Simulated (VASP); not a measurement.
Wanted: the native input for a VASP 6.6.1 run.

```
Task                      : relaxation of the atoms
Functional                : PBE
Potentials or basis       : VASP PAW PBE potentials, release 64 (Ti_sv, H)
Cutoff                    : 520 eV
k mesh                    : 9 × 9 × 1
Occupations               : gaussian, width 0.1 eV
Spin                      : no spin polarisation
Dipole correction         : yes
Atoms held fixed (from 0) : [0, 1, 2, 3]
Further INCAR settings    : ALGO = Fast; EDIFF = 1e-07; IBRION = 2; EDIFFG = -0.025; NSW = 36
```

The structure of Ti3H lies in POSCAR:

```
Ti3H
1.0
    2.9075446922      0.0000000000      0.0000000000
    0.0000000000      2.9075446922      0.0000000000
    0.0000000000      0.0000000000     19.3059825228
Ti H
3 1
Selective dynamics
Direct
    0.5000000000      0.5000000000      0.2071896623  F F F
    0.0000000000      0.0000000000      0.3057583538  F F F
    0.5000000000      0.5000000000      0.4043297208  F F F
    0.6666666667      0.8333333333      0.4759498557  F F T
```

One way to write it, as run:

INCAR

```
  ALGO = Fast
  DIPOL = 0.5 0.5 0.348
  EDIFF = 1E-7
  EDIFFG = -0.025
  ENCUT = 520
  GGA = PE
  IBRION = 2
  IDIPOL = 3
  ISIF = 2
  ISMEAR = 0
  LASPH = True
  LCHARG = False
  LDIPOL = True
  LREAL = False
  LWAVE = False
  NELM = 80
  NSW = 36
  PREC = Accurate
  SIGMA = 0.1
```

KPOINTS

```
k-points
0
Gamma
  9 9 1
```

Potentials or basis: VASP PAW PBE potentials, release 64 (Ti_sv, H).

Launch:

```console
$ cat potpaw_PBE.64/Ti_sv/POTCAR potpaw_PBE.64/H/POTCAR > POTCAR
$ mpirun -np 1 vasp_std > vasp.out
```

It gave:

```json
{"Energy gained by relaxing": "0.0 meV/atom", "Ionic steps": "3", "Band gap on the k mesh": "zero (an odd number of electrons rules out a gap without spin polarisation)"}
```

It took 19 min on 1 thread of Oxide Virtual Turin-like Processor, on a shared host, peak memory 0.34 GiB.
